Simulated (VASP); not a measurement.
# Na (I4_1/amd) in VASP: further runs, part 2 of 2

VASP 6.6.1. Earlier steps stand in the parts before.

## (3) Single point, PBE

This run uses another cell than the first one, of 38.41 Å³/atom, 1.013 times its volume.

INCAR reads:

```
SYSTEM = Na
ALGO = Fast
EDIFF = 1E-6
ENCUT = 520
GGA = PE
ISIF = 2
ISMEAR = 0
LASPH = .True.
LCHARG = .False.
LREAL = .False.
LWAVE = .False.
NBANDS = 14
NELM = 60
PREC = Accurate
SIGMA = 0.1
```

KPOINTS reads:

```
k-points
0
Gamma
  18 18 18
  0 0 0
```

POSCAR reads:

```
Na
1.0
   -3.2842185691      3.2842185691      1.7805767387
    3.2842185691     -3.2842185691      1.7805767387
    3.2842185691      3.2842185691     -1.7805767387
Na
2
Direct
    0.0000000000      0.0000000000      0.0000000000
    0.7500000000      0.2500000000      0.5000000000
```

Potentials or basis: VASP PAW PBE potentials, release 64 (Na_pv).

Started as:

```sh
$ cat potpaw_PBE.64/Na_pv/POTCAR > POTCAR
$ mpirun -np 1 vasp_std > vasp.out
```

OUTCAR:

```text
SYSTEM = Na
   EDIFF = 1E-6
   ENCUT = 520
   GGA = PE
   ISIF = 2
   ISMEAR = 0
   LASPH = .True.
   LREAL = .False.
   NELM = 60
   PREC = Accurate

 ion  position               nearest neighbor table
   1  0.000  0.000  0.000-
   2  0.750  0.250  0.500-

  LATTYP: Found a body centered tetragonal cell.
 ALAT       =     6.5684371382
 C/A-ratio  =     0.5421614613

  Lattice vectors:

 A1 = (  -3.2842185691,   3.2842185691,   1.7805767387)
 A2 = (   3.2842185691,  -3.2842185691,   1.7805767387)
 A3 = (   3.2842185691,   3.2842185691,  -1.7805767387)

Analysis of symmetry for initial positions (statically):
=====================================================================
 Subroutine PRICEL returns:
 Original cell was already a primitive cell.

 Routine SETGRP: Setting up the symmetry group for a
 body centered tetragonal supercell.

 Subroutine GETGRP returns: Found 16 space group operations
 (whereof  8 operations were pure point group operations)
 out of a pool of 16 trial point group operations.

The static configuration has the point symmetry D_2d.
 The point group associated with its full space group is D_4h.

Analysis of symmetry for dynamics (positions and initial velocities):
=====================================================================
 Subroutine PRICEL returns:
 Original cell was already a primitive cell.

 Routine SETGRP: Setting up the symmetry group for a
 body centered tetragonal supercell.

 Subroutine GETGRP returns: Found 16 space group operations
 (whereof  8 operations were pure point group operations)
 out of a pool of 16 trial point group operations.

The dynamic configuration has the point symmetry D_2d.
 The point group associated with its full space group is D_4h.

 Subroutine INISYM returns: Found 16 space group operations
 (whereof  8 operations are pure point group operations),
 and found     1 'primitive' translations

----------------------------------------------------------------------------------------

[... 117 lines left out ...]
   GGA     = PE    functional components
   LHFCALC =     F    Hartree Fock is set to
   AEXX    =    0.0000 exact exchange contribution
   IVDW    =     0    specifies the selected vdW correction
   LEPSILON=     F    determine dielectric tensor
   LRPA    =     F    only Hartree local field effects (RPA)
 non-spin polarized calculation
 RMM-DIIS sequential band-by-band and
 Gauss-broadening in eV      SIGMA  =   0.10
  energy-cutoff  :      520.00
  volume of cell :       76.82
 maximum number of plane-waves:      2098
 NGX is ok and might be reduce to    40
   NGX = 19   NGY = 19   NGZ = 19

 number of electron      13.9999989 magnetization

 Free energy of the ion-electron system (eV)
  ---------------------------------------------------
  ext. energy  EPLUGINS =         0.00000000
  ---------------------------------------------------
  free energy    TOTEN  =        -2.47928681 eV

  energy without entropy =       -2.47438633  energy(sigma->0) =       -2.47683657

 E-fermi :   0.2472     XC(G=0):  -6.4055

 val. band max:        0.2457636914   @ k =   0.3333   0.1111   0.1111
 cond. band min:       0.2601898759   @ k =   0.5000   0.2778   0.0556
 fundamental gap:      0.0144261846
 Fermi energy:         0.2471948344

 k-point     1 :       0.0000    0.0000    0.0000
  band No.  band energies     occupation
      1     -24.8360      2.00000
      2     -24.8360      2.00000
      3     -24.7966      2.00000
      4     -24.7960      2.00000
      5     -24.7959      2.00000
      6     -24.7958      2.00000
      7      -2.9674      2.00000
      8       3.6427      0.00000
      9       3.6427      0.00000
     10       3.7118      0.00000
     11       4.6942      0.00000
     12       9.2097      0.00000
     13      10.0539      0.00000
     14      10.6876      0.00000
[... 377 lines left out ...]
      1     -24.8354      2.00000
      2     -24.8306      2.00000
      3     -24.8064      2.00000
      4     -24.8033      2.00000
      5     -24.7982      2.00000
      6     -24.7952      2.00000
      7      -2.4398      2.00000
      8       2.4750      0.00000
      9       3.2809      0.00000
     10       5.4285      0.00000
     11       6.1550      0.00000
     12       7.2125      0.00000
     13       7.8553      0.00000
     14       8.2589      0.00000

 [... further k-points ...]
[... 5 lines left out ...]
  --------------------------------------------------------------------------------------
  -------------------------------------------------------------------------------------
  Total       -0.0149659     -0.0149659     -0.0179060      0.0000000      0.0000000      0.0000000
  in kB       -0.3121255     -0.3121255     -0.3734428      0.0000000      0.0000000      0.0000000
  external PRESSURE =      -0.3325646 kB  Pullay stress =       0.0000000 kB

 VOLUME and BASIS-vectors are now :
 -----------------------------------------------------------------------------
  energy-cutoff  :      520.00
  volume of cell :       76.82
      direct lattice vectors                 reciprocal lattice vectors
    -3.284218569  3.284218569  1.780576739     0.000000000  0.152243217  0.280807892
     3.284218569 -3.284218569  1.780576739     0.152243217  0.000000000  0.280807892
     3.284218569  3.284218569 -1.780576739     0.152243217  0.152243217  0.000000000

 POSITION                                       TOTAL-FORCE (eV/Angst)
 -----------------------------------------------------------------------------------
      0.00000      0.00000      0.00000        -0.000000      0.000000     -0.000000
      0.00000      3.28422      0.89029         0.000000     -0.000000      0.000000
 -----------------------------------------------------------------------------------
    total drift:                               -0.000000      0.000000     -0.000000

  FREE ENERGIE OF THE ION-ELECTRON SYSTEM (eV)
  ---------------------------------------------------
  free  energy   TOTEN  =        -2.4792868079 eV

  energy  without entropy=       -2.4743863311  energy(sigma->0) =       -2.47683657
```

OSZICAR:

```text
N       E                     dE             d eps       ncg     rms          rms(c)
DAV:   1     0.101339018396E+03    0.10134E+03   -0.75211E+03 13456   0.936E+02
DAV:   2     0.159956260570E+01   -0.99739E+02   -0.98694E+02 13920   0.277E+02
DAV:   3    -0.242289341137E+01   -0.40225E+01   -0.40189E+01 17184   0.644E+01
DAV:   4    -0.248125646801E+01   -0.58363E-01   -0.58360E-01 15150   0.825E+00
DAV:   5    -0.248266025948E+01   -0.14038E-02   -0.14038E-02 17408   0.131E+00    0.309E-01
RMM:   6    -0.248078935796E+01    0.18709E-02   -0.93252E-04 17131   0.346E-01    0.209E-01
RMM:   7    -0.247926278179E+01    0.15266E-02   -0.17576E-03 17359   0.394E-01    0.258E-02
RMM:   8    -0.247927245490E+01   -0.96731E-05   -0.45898E-04 16428   0.378E-01    0.759E-03
RMM:   9    -0.247928306489E+01   -0.10610E-04   -0.11334E-04 19828   0.117E-01    0.490E-03
RMM:  10    -0.247928672430E+01   -0.36594E-05   -0.32692E-05 17775   0.998E-02    0.414E-03
RMM:  11    -0.247928637556E+01    0.34874E-06   -0.11005E-05 18161   0.403E-02    0.400E-04
RMM:  12    -0.247928680787E+01   -0.43231E-06   -0.43839E-06 11449   0.276E-02
   1 F= -.24792868E+01 E0= -.24768366E+01  d E =-.490048E-02
```

Run time: 10 min. Hardware: 1 thread of Oxide Virtual Turin-like, shared host; peak memory 0.48 GiB.

Results:

```
Free energy            : -2.4793 eV
Pressure               : 0.0 GPa
Band gap on the k mesh : zero (band 7 reaches 1.64 eV, above the bottom of band 8 at -1.19 eV)
```
